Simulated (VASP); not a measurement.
Write the native input for VASP 6.6.1 that does the following.

```
Task                   : single point
Functional             : PBE
Potentials or basis    : VASP PAW PBE potentials, release 64 (V_sv)
Cutoff                 : 520 eV
k mesh                 : 17 × 17 × 17
Occupations            : fermi-dirac, width 0.05 eV
Spin                   : no spin polarisation
Dipole correction      : no
Further INCAR settings : ALGO = Normal; EDIFF = 1e-06; NBANDS = 20
```

The structure of V lies in POSCAR:

```
V
1.0
   -2.0252668666      2.0252668666      1.1601877647
    2.0252668666     -2.0252668666      1.1601877647
    2.0252668666      2.0252668666     -1.1601877647
V
2
Direct
   -0.3750000000     -0.1250000000     -0.2500000000
    0.3750000000      0.1250000000      0.2500000000
```

One way to write it, as run:

INCAR

```
SYSTEM = V
PREC = Accurate
ENCUT = 520
EDIFF = 1E-6
ISMEAR = -1
SIGMA = 0.05
LREAL = .False.
LASPH = .True.
NELM = 100
ALGO = Normal
ISIF = 2
LWAVE = .False.
LCHARG = .False.
GGA = PE
NBANDS = 20
```

KPOINTS

```
regular mesh
0
Gamma
  17 17 17
  0 0 0
```

Potentials or basis: VASP PAW PBE potentials, release 64 (V_sv).

Run with:

```sh
$ cat potpaw_PBE.64/V_sv/POTCAR > POTCAR
$ mpirun -np 1 vasp_std > vasp.out
```

It gave:

The pressure is 126.7 GPa and the band gap on the k mesh is zero (band 13 reaches 16.03 eV, above the bottom of band 14 at 14.61 eV).

Wall time 38 s on 1 thread of Intel(R) Xeon(R) 6975P-C (Granite Rapids), on a shared host, peak memory 0.23 GiB.
